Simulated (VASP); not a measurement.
# CdSe in VASP: a series of runs

Runs on CdSe. Level: PBEsol. Tasks: single point.

Program: VASP 6.6.1. These are calculated values, not measurements. Logs are shortened: lines on timing, memory, paths and dates and some standing lists are left out, and cuts for length are marked.

**1. The cell of the first run**

It takes space group F-43m (No. 216, cubic). Conventional cell: a = 6.089 Å, b = 6.089 Å, c = 6.089 Å, α = 90.00°, β = 90.00°, γ = 90.00°. Within 3.5 Å of Cd (site symmetry -43m) lie 4 Se at 2.64 Å. Se (site symmetry -43m) has 4 Cd at 2.64 Å within 3.5 Å.

**2. Single point, PBEsol**

The input, INCAR:

```
ALGO     = Normal         # electronic algorithm
EDIFF    = 1E-7           # SCF threshold, eV
ENCUT    = 520            # plane-wave cutoff, eV
GGA      = PS             # functional
ISIF     = 2              # what is computed and relaxed
ISMEAR   = 0              # smearing method
LASPH    = T              # aspherical terms in the spheres
LCHARG   = T              # write CHGCAR
LELF     = T              # ELF
LREAL    = F              # projectors in reciprocal space
LVHAR    = T            
LWAVE    = F              # write WAVECAR
NBANDS   = 26             # bands
NELM     = 60             # most SCF steps
PREC     = Accurate       # precision mode
SIGMA    = 0.01           # smearing width, eV
```

The input, KPOINTS:

```
k-points
0
Gamma
  6 4 6
```

The input, POSCAR:

```
CdSe
1.0
    4.3055731906      0.0000000000      0.0000000000
    0.0000000000      6.0890000000      0.0000000000
    0.0000000000      0.0000000000      4.3055731906
Cd Se
2 2
Direct
    0.0000000000      0.0000000000      0.0000000000
    0.5000000000      0.5000000000      0.5000000000
    0.5000000000      0.2500000000      0.0000000000
    0.0000000000      0.7500000000      0.5000000000
```

Potentials or basis: VASP PAW PBE potentials, release 64 (Cd, Se).

Started as:

```
$ cat potpaw_PBE.64/Cd/POTCAR potpaw_PBE.64/Se/POTCAR > POTCAR
$ mpirun -np 1 vasp_std > vasp.out
```

OUTCAR:

```text
EDIFF = 1E-7
   ENCUT = 520
   GGA = PS
   ISIF = 2
   ISMEAR = 0
   LASPH = T
   LREAL = F
   NELM = 60
   PREC = Accurate

 ion  position               nearest neighbor table
   1  0.000  0.000  0.000-   3 2.64   4 2.64   4 2.64   3 2.64
   2  0.500  0.500  0.500-   3 2.64   4 2.64   3 2.64   4 2.64
   3  0.500  0.250  0.000-   1 2.64   2 2.64   2 2.64   1 2.64
   4  0.000  0.750  0.500-   1 2.64   2 2.64   1 2.64   2 2.64

  LATTYP: Found a simple tetragonal cell.
 ALAT       =     4.3055731906
 C/A-ratio  =     1.4142135624

  Lattice vectors:

 A1 = (  -4.3055731906,   0.0000000000,   0.0000000000)
 A2 = (   0.0000000000,   0.0000000000,   4.3055731906)
 A3 = (   0.0000000000,   6.0890000000,   0.0000000000)

Analysis of symmetry for initial positions (statically):
=====================================================================
 Subroutine PRICEL returns following result:

  LATTYP: Found a face centered cubic cell.
 ALAT       =     6.0890000000

  Lattice vectors:

 A1 = (  -2.1527865953,   3.0445000000,   2.1527865953)
 A2 = (   0.0000000000,   0.0000000000,   4.3055731906)
 A3 = (   2.1527865953,   3.0445000000,   2.1527865953)

   2 primitive cells build up your supercell.

 Routine SETGRP: Setting up the symmetry group for a
 simple tetragonal supercell.

 Subroutine GETGRP returns: Found  8 space group operations
 (whereof  8 operations were pure point group operations)
 out of a pool of 16 trial point group operations.

The static configuration has the point symmetry D_2d.

Analysis of symmetry for dynamics (positions and initial velocities):
=====================================================================
 Subroutine PRICEL returns following result:

  LATTYP: Found a face centered cubic cell.
 ALAT       =     6.0890000000

  Lattice vectors:

 A1 = (  -2.1527865953,   3.0445000000,   2.1527865953)
 A2 = (   0.0000000000,   0.0000000000,   4.3055731906)
 A3 = (   2.1527865953,   3.0445000000,   2.1527865953)

   2 primitive cells build up your supercell.

 Routine SETGRP: Setting up the symmetry group for a
 simple tetragonal supercell.

 Subroutine GETGRP returns: Found  8 space group operations
 (whereof  8 operations were pure point group operations)
 out of a pool of 16 trial point group operations.

The dynamic configuration has the point symmetry D_2d.

 Subroutine INISYM returns: Found  8 space group operations
 (whereof  8 operations are pure point group operations),
 and found     2 'primitive' translations

----------------------------------------------------------------------------------------

                                     Primitive cell

  volume of cell :      56.4388

  direct lattice vectors                    reciprocal lattice vectors
    -2.152786595  3.044500000  2.152786595    -0.232257113  0.164230580  0.000000000
     0.000000000  0.000000000  4.305573191    -0.000000000 -0.164230580  0.232257113
     2.152786595  3.044500000  2.152786595     0.232257113  0.164230580  0.000000000

  length of vectors
     4.305573191  4.305573191  4.305573191     0.284455708  0.284455708  0.284455708

  position of ions in fractional coordinates (direct lattice)
     0.000000000  0.000000000  0.000000000
     0.750000000  0.750000000  0.750000000

  ion indices of the primitive-cell ions
   primitive index   ion index
                 1           1
                 2           3

----------------------------------------------------------------------------------------

 KPOINTS: k-points

Automatic generation of k-mesh.
 Grid dimensions read from file:
 generate k-points for:    6    4    6

 Generating k-lattice:

  Cartesian coordinates                     Fractional coordinates (reciprocal lattice)
     0.038709519  0.000000000  0.000000000     0.166666667  0.000000000  0.000000000
     0.000000000  0.041057645  0.000000000     0.000000000  0.250000000  0.000000000
     0.000000000  0.000000000  0.038709519     0.000000000  0.000000000  0.166666667

  Length of vectors
     0.038709519  0.041057645  0.038709519

  Shift w.r.t. Gamma in fractional coordinates (k-lattice)
     0.000000000  0.000000000  0.000000000

 Subroutine IBZKPT returns following result:
 ===========================================

 Found     30 irreducible k-points:

 Following reciprocal coordinates:
            Coordinates               Weight
  0.000000  0.000000  0.000000      1.000000
  0.166667  0.000000  0.000000      4.000000
  0.333333  0.000000  0.000000      4.000000
  0.500000  0.000000  0.000000      2.000000
  0.000000  0.250000  0.000000      2.000000
  0.166667  0.250000  0.000000      8.000000
[... 16 lines left out ...]
  0.500000  0.000000  0.333333      4.000000
  0.333333  0.250000  0.333333      8.000000
 [... further k-points ...]
   k-points           NKPTS =     30   k-points in BZ     NKDIM =     30   number of bands    NBANDS=     26
   number of dos      NEDOS =    301   number of ions     NIONS =      4
   total plane-waves  NPLWV =  49152
   dimension x,y,z NGX =    32 NGY =   48 NGZ =   32
   dimension x,y,z NGXF=    64 NGYF=   96 NGZF=   64
   ions per type =               2   2
   NGX,Y,Z   is equivalent  to a cutoff of  12.36, 13.11, 12.36 a.u.
   NGXF,Y,Z  is equivalent  to a cutoff of  24.71, 26.21, 24.71 a.u.
 SYSTEM =  unknown system
   PREC   = accura    normal or accurate (medium, high low for compatibility)
   ISTART =      0    job   : 0-new  1-cont  2-samecut
   ICHARG =      2    charge: 1-file 2-atom 10-const
   ISPIN  =      1    spin polarized calculation?
   LNONCOLLINEAR =      F non collinear calculations
   LSORBIT =      F    spin-orbit coupling
   LASPH  =      T    aspherical Exc in radial PAW
   ENCUT  =  520.0 eV  38.22 Ry    6.18 a.u.   8.01 11.32  8.01*2*pi/ulx,y,z
   NELM   =     60;   NELMIN=  2; NELMDL= -5     # of ELM steps
   EDIFF  = 0.1E-06   stopping-criterion for ELM
   LREAL  =      F    real-space projection
   EDIFFG = 0.1E-05   stopping-criterion for IOM
   NSW    =      0    number of steps for IOM
   IBRION =     -1    ionic relax: 0-MD 1-quasi-New 2-CG
   NFREE  =      0    steps in history (QN), initial steepest desc. (CG)
   ISIF   =      2    stress and relaxation
   ISYM   =      2    0-nonsym 1-usesym 2-fastsym
   POTIM  = 0.5000    time-step for ionic-motion
   TEBEG  =    0.0;   TEEND  =   0.0 temperature during run
   PSTRESS=    0.0 pullay stress
   NELECT =      36.0000    total number of electrons
   NUPDOWN=      -1.0000    fix difference up-down
   EMIN   =  10.00;   EMAX   =-10.00  energy-range for DOS
   EFERMI =   0.00;   METHOD = LEGACY
   ISMEAR =     0;   SIGMA  =   0.01  broadening in eV -4-tet -1-fermi 0-gaus
   EFERMI_NEDOS =   21; number of points for ismear=-14 and -15
   IALGO  =     38    algorithm
   IMIX   =      4    mixing-type and parameters
     AMIX     =   0.40;   BMIX     =  1.00
     AMIX_MAG =   1.60;   BMIX_MAG =  1.00
  volume/ion in A,a.u.               =      28.22       190.43
  Fermi-wavevector in a.u.,A,eV,Ry     =   1.118510  2.113677 17.021753  1.251064
  Thomas-Fermi vector in A             =   2.255141
   LORBIT       =      0    0 simple, 1 ext, 2 COOP (PROOUT), +10 PAW based schemes
   GGA     = PS    functional components
   LHFCALC =     F    Hartree Fock is set to
   AEXX    =    0.0000 exact exchange contribution
   IVDW    =     0    specifies the selected vdW correction
   LEPSILON=     F    determine dielectric tensor
   LRPA    =     F    only Hartree local field effects (RPA)
 non-spin polarized calculation
 Gauss-broadening in eV      SIGMA  =   0.01
  energy-cutoff  :      520.00
  volume of cell :      112.88
 maximum number of plane-waves:      3080
   NGX = 17   NGY = 23   NGZ = 17

 number of electron      35.9999990 magnetization

 Free energy of the ion-electron system (eV)
  ---------------------------------------------------
  ext. energy  EPLUGINS =         0.00000000
  ---------------------------------------------------
  free energy    TOTEN  =       -12.35165616 eV

  energy without entropy =      -12.35165616  energy(sigma->0) =      -12.35165616

 E-fermi :   0.8297     XC(G=0):  -9.0837

 val. band max:        0.7877908367   @ k =   0.0000   0.0000   0.0000
 cond. band min:       1.2631408614   @ k =   0.0000   0.0000   0.0000
 fundamental gap:      0.4753500247
 Fermi energy:         0.8297061407

 k-point     1 :       0.0000    0.0000    0.0000
  band No.  band energies     occupation
      1     -11.8177      2.00000
      2     -11.3214      2.00000
      3      -7.1157      2.00000
      4      -7.1157      2.00000
      5      -7.1156      2.00000
      6      -6.9264      2.00000
[... 18 lines left out ...]
     25       9.7507      0.00000
     26      10.3698      0.00000

 k-point     2 :       0.1667    0.0000    0.0000
  band No.  band energies     occupation
      1     -11.7538      2.00000
      2     -11.3239      2.00000
      3      -7.0986      2.00000
      4      -7.0878      2.00000
      5      -7.0640      2.00000
      6      -6.9382      2.00000
[... 18 lines left out ...]
     25       9.2359      0.00000
     26       9.9646      0.00000

 k-point     3 :       0.3333    0.0000    0.0000
  band No.  band energies     occupation
      1     -11.6000      2.00000
      2     -11.3520      2.00000
      3      -7.0527      2.00000
      4      -7.0334      2.00000
      5      -6.9702      2.00000
      6      -6.9230      2.00000
[... 18 lines left out ...]
     25       8.2867      0.00000
     26       8.7298      0.00000

 k-point     4 :       0.5000    0.0000    0.0000
  band No.  band energies     occupation
      1     -11.4439      2.00000
      2     -11.4439      2.00000
      3      -6.9950      2.00000
      4      -6.9950      2.00000
      5      -6.9896      2.00000
      6      -6.9896      2.00000
[... 18 lines left out ...]
     25       7.8410      0.00000
     26       7.8410      0.00000
[... 496 lines left out ...]
      1     -11.4452      2.00000
      2     -11.3220      2.00000
      3      -6.9293      2.00000
      4      -6.9259      2.00000
      5      -6.9258      2.00000
      6      -6.9169      2.00000
[... 18 lines left out ...]
     25       8.7031      0.00000
     26       9.3586      0.00000

 k-point    23 :       0.5000    0.0000    0.3333
  band No.  band energies     occupation
      1     -11.3523      2.00000
      2     -11.3523      2.00000
      3      -6.9290      2.00000
      4      -6.9290      2.00000
      5      -6.8927      2.00000
      6      -6.8927      2.00000
[... 18 lines left out ...]
     25      10.1416      0.00000
     26      10.1420      0.00000

 k-point    24 :       0.3333    0.2500    0.3333
  band No.  band energies     occupation
      1     -11.4266      2.00000
      2     -11.3395      2.00000
      3      -6.9657      2.00000
      4      -6.9614      2.00000
      5      -6.9513      2.00000
      6      -6.9089      2.00000
[... 18 lines left out ...]
     25       9.0281      0.00000
     26       9.2760      0.00000

 [... further k-points ...]
[... 5 lines left out ...]
  --------------------------------------------------------------------------------------
  -------------------------------------------------------------------------------------
  Total        0.1090925      0.0906965      0.1090925      0.0000000      0.0000000      0.0000000
  in kB        1.5484510      1.2873395      1.5484510      0.0000000      0.0000000      0.0000000
  external PRESSURE =       1.4614138 kB  Pullay stress =       0.0000000 kB

 VOLUME and BASIS-vectors are now :
 -----------------------------------------------------------------------------
  energy-cutoff  :      520.00
  volume of cell :      112.88
      direct lattice vectors                 reciprocal lattice vectors
     4.305573191  0.000000000  0.000000000     0.232257113  0.000000000  0.000000000
     0.000000000  6.089000000  0.000000000     0.000000000  0.164230580  0.000000000
     0.000000000  0.000000000  4.305573191     0.000000000  0.000000000  0.232257113

 POSITION                                       TOTAL-FORCE (eV/Angst)
 -----------------------------------------------------------------------------------
      0.00000      0.00000      0.00000        -0.000000      0.000000      0.000000
      2.15279      3.04450      2.15279         0.000000      0.000000      0.000000
      2.15279      1.52225      0.00000        -0.000000     -0.000000     -0.000000
      0.00000      4.56675      2.15279        -0.000000     -0.000000     -0.000000
 -----------------------------------------------------------------------------------
    total drift:                                0.000000      0.000000     -0.000000

  FREE ENERGIE OF THE ION-ELECTRON SYSTEM (eV)
  ---------------------------------------------------
  free  energy   TOTEN  =       -12.3516561602 eV

  energy  without entropy=      -12.3516561602  energy(sigma->0) =      -12.35165616
```

Wall time 62 s (1 thread of AMD EPYC 7R13 (Zen 3), shared host); peak memory 0.22 GiB.

Results:

* Free energy: -12.3517 eV
* Pressure: 0.1 GPa
* Band gap on the k mesh: 0.48 eV

Caveat: the PAW data sets were made with another functional, which shifts forces and pressure a little. A hybrid or GW would open this gap; PBEsol tends to underestimate it.

**3. Single point, PBEsol**

This run uses another cell than the first one, of 28.15 Å³/atom, 0.998 times its volume.

The input, INCAR:

```
PREC = Accurate ; ENCUT = 520
EDIFF = 1E-6 ; ISMEAR = 0
SIGMA = 0.01 ; LREAL = F
LASPH = T ; NELM = 80
ALGO = Normal ; ISIF = 2
LWAVE = F ; LCHARG = F
GGA = PS ; NBANDS = 26
```

The input, KPOINTS:

```
Automatic mesh
0
Gamma
  6 4 6
```

The input, POSCAR:

```
CdSe
1.0
    4.3055731906      0.0000000000      0.0000000000
    0.0000000000      6.0890000000      0.0000000000
    0.0000000000      0.0000000000      4.2949392383
Cd Se
2 2
Direct
    0.0000000000      0.0002306851      0.0000000000
    0.5000000000      0.5002306851      0.5000000000
    0.5000000000      0.2497693149      0.0000000000
    0.0000000000      0.7497693149      0.5000000000
```

Potentials or basis: VASP PAW PBE potentials, release 64 (Cd, Se).

Started as:

```
$ cat potpaw_PBE.64/Cd/POTCAR potpaw_PBE.64/Se/POTCAR > POTCAR
$ mpirun -np 1 vasp_std > vasp.out
```

It took 98 s on 1 thread of AMD EPYC 7R13 (Zen 3), shared host; peak memory 0.25 GiB.

It converged, with:

* Free energy: -12.3512 eV
* Pressure: 0.3 GPa
* Band gap on the k mesh: 0.47 eV

Stress tensor (GPa, compression positive):
```
0.23 0.00 0.00
0.00 0.24 0.00
0.00 0.00 0.35
```

Levels at points of the mesh, in eV from the valence-band top:
```csv
k point,band 14,band 15,band 16,band 17,band 18,band 19,band 20,band 21,band 22,band 23
"(0.00, 0.00, 0.00)",-1.89,-1.87,-0.01,-0.01,0.00,0.47,3.00,3.67,5.83,5.85
"(0.50, 0.00, 0.00)",-3.67,-2.11,-2.11,-0.78,-0.78,3.69,3.69,5.76,5.76,6.21
"(0.00, 0.50, 0.00)",-2.62,-1.06,-1.06,-1.04,-1.04,3.20,3.20,4.11,4.11,7.56
"(0.50, 0.50, 0.00)",-4.46,-0.77,-0.77,-0.76,-0.76,2.29,2.29,6.35,6.35,6.37
"(0.00, 0.00, 0.50)",-3.66,-2.10,-2.10,-0.79,-0.79,3.67,3.67,5.76,5.76,6.20
"(0.50, 0.00, 0.50)",-4.13,-1.89,-1.89,-1.88,-1.88,2.99,2.99,3.66,3.66,8.97
"(0.00, 0.50, 0.50)",-4.45,-0.77,-0.77,-0.77,-0.77,2.27,2.27,6.34,6.34,6.35
"(0.50, 0.50, 0.50)",-4.04,-2.27,-2.27,-2.26,-2.26,4.98,4.98,5.09,5.09,6.35
```

Caveat: the PAW data sets were made with another functional, which shifts forces and pressure a little.
